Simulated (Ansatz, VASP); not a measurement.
SiC in VASP and in Ansatz

Contents of INCAR:

```
SYSTEM = SiC
PREC = Accurate ; ENCUT = 600
EDIFF = 1E-6 ; ISMEAR = 0
SIGMA = 0.01 ; LREAL = .FALSE.
LASPH = .TRUE. ; NELM = 120
ALGO = Normal ; ISIF = 2
LWAVE = .FALSE. ; LCHARG = .TRUE.
GGA = PS ; LELF = .TRUE.
LVHAR = .TRUE. ; NBANDS = 11
GGA_COMPAT = .FALSE.
```

KPOINTS

```
Automatic mesh
0
G
  10 10 10
  0 0 0
```

File POSCAR:

```
SiC
1.0
    0.0000000000      2.1783852749      2.1783852749
    2.1783852749      0.0000000000      2.1783852749
    2.1783852749      2.1783852749      0.0000000000
Si C
1 1
Direct
    0.0000000000      0.0000000000      0.0000000000
    0.2500000000      0.2500000000      0.2500000000
```

Input for Ansatz:

```yaml
crystal:
  lattice:
    - [0.0, 2.1783852749, 2.1783852749]
    - [2.1783852749, 0.0, 2.1783852749]
    - [2.1783852749, 2.1783852749, 0.0]
  atoms:
    - { symbol: Si, position: [0.0, 0.0, 0.0] }
    - { symbol: C, position: [0.25, 0.25, 0.25] }
basis:
  ecutwfc: 600.0
kpoints:
  mp_grid: { grid: [10, 10, 10] }
  band_path:
    path:
      - [0.0, 0.0, 0.0]
      - [0.0, 0.0, 0.0]
      - [0.0, 0.0, 0.0]
      - [0.0, 0.0, 0.0]
      - [0.0, 0.0, 0.0]
      - [0.0, 0.0, 0.0]
      - [0.0, 0.0, 0.0]
      - [0.0, 0.0, 0.0]
      - [0.0, 0.0, 0.0]
      - [0.0, 0.0, 0.0]
      - [0.0, 0.0, 0.0]
      - [0.0, 0.0, 0.0]
      - [0.0, 0.0, 0.0]
      - [0.0, 0.0, 0.0]
      - [0.0, 0.0, 0.0]
      - [0.0, 0.0, 0.0]
      - [0.0, 0.0, 0.0]
      - [0.0, 0.0, 0.0]
      - [0.0, 0.0, 0.0]
      - [0.0, 0.0, 0.0]
      - [0.0, 0.0, 0.0]
      - [0.0, 0.0, 0.0]
      - [0.0, 0.0, 0.0]
      - [0.0, 0.0, 0.0]
      - [0.0, 0.0, 0.0]
      - [0.0, 0.0, 0.0]
      - [0.3, 0.3, 0.0]
      - [0.3166666667, 0.3166666667, 0.0]
      - [0.3333333333, 0.3333333333, 0.0]
      - [0.35, 0.35, 0.0]
      - [0.3666666667, 0.3666666667, 0.0]
      - [0.3833333333, 0.3833333333, 0.0]
      - [0.4, 0.4, 0.0]
      - [0.4166666667, 0.4166666667, 0.0]
      - [0.4333333333, 0.4333333333, 0.0]
      - [0.45, 0.45, 0.0]
      - [0.4666666667, 0.4666666667, 0.0]
      - [0.4833333333, 0.4833333333, 0.0]
      - [0.5, 0.5, 0.0]
      - [0.5, 0.5, 0.5]
      - [0.5, 0.5, 0.5]
      - [0.5, 0.5, 0.5]
      - [0.5, 0.5, 0.5]
      - [0.5, 0.5, 0.5]
      - [0.5, 0.5, 0.5]
      - [0.5, 0.5, 0.5]
      - [0.5, 0.5, 0.5]
      - [0.5, 0.5, 0.5]
      - [0.5, 0.5, 0.5]
      - [0.5, 0.5, 0.5]
      - [0.5, 0.5, 0.5]
      - [0.5, 0.5, 0.5]
    npoints: 1
hamiltonian:
  xc: pbesol
  pseudopotentials: { kind: paw, azcp: { folder: soft_1 } }
scf:
  occupations: { method: fixed }
  n_extra_bands: 5
output:
  eigenvalues: true
```

Alike in both runs: task single point; functional PBEsol; k mesh 10 × 10 × 10; no spin polarisation.

```csv
,VASP,Ansatz
version,VASP 6.6.1,Ansatz 0.2.0
potentials or method,"VASP PAW PBE potentials, release 64 (Si, C), cutoff 600 eV","scalar-relativistic, plane waves, PAW"
occupations,"gaussian, width 0.01 eV",fixed
valence electrons in the cell,8,8
```

|  | VASP | Ansatz | Ansatz less VASP |
| --- | --- | --- | --- |
| gap on the k mesh at the Fermi level (eV) | 1.23 | 1.24 | +0.010 |
| least direct gap on the mesh (eV) | 4.44 | 4.46 | +0.014 |

VASP's potentials were made for PBE, not for PBEsol, and Ansatz warns of the same on its side.
